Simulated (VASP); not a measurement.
Input of a VASP 6.6.1 run:

File INCAR:

```
PREC = Accurate
ENCUT = 520
EDIFF = 1E-7
ISMEAR = 0
SIGMA = 0.1
LREAL = False
LASPH = True
NELM = 100
ALGO = Normal
ISIF = 2
LWAVE = False
LCHARG = False
GGA = PE
NBANDS = 28
```

The input KPOINTS:

```
Automatic mesh
0
Gamma
  3 3 4
```

POSCAR

```
CsTaAlP3
1.0
    6.5075023600      0.0000000000      0.0000000000
   -3.2537511800      5.6356623600      0.0000000000
    0.0000000000      0.0000000000      4.0585013500
Cs Ta Al P
1 1 1 3
Direct
    0.0000000000      0.0000000000      0.0000000000
    0.6666666700      0.3333333300      0.0000000000
    0.3333333300      0.6666666700      0.0000000000
    0.0129650000      0.5064825000      0.5000000000
    0.4935175000      0.5064825000      0.5000000000
    0.4935175000      0.9870350000      0.5000000000
```

Potentials or basis: VASP PAW PBE potentials, release 64 (Cs_sv, Ta_pv, Al, P).

The run is started by

```console
$ cat potpaw_PBE.64/Cs_sv/POTCAR potpaw_PBE.64/Ta_pv/POTCAR potpaw_PBE.64/Al/POTCAR potpaw_PBE.64/P/POTCAR > POTCAR
$ mpirun -np 1 vasp_std > vasp.out
```

Question: What does it give for the pressure?

Answer: -9.3 GPa.

Question: Predict the band gap on the k mesh.

Answer: Zero (bands 19 and 20 overlap by 0.58 eV).

Question: What does it give for the largest force?

Answer: 1.140 eV/Å.

Stress tensor (GPa, compression positive):
```
 -3.33   0.00   0.00
  0.00  -3.33   0.00
  0.00   0.00 -21.35
```

Caveat: the k points lie up to 0.39 Å⁻¹ apart, too coarse for converged energies and pressures of a metal; spin-orbit coupling is left out, which moves the levels of the heavy elements; forces of over 1 eV/Å act on the atoms, so gaps and moduli don't describe the material at rest.
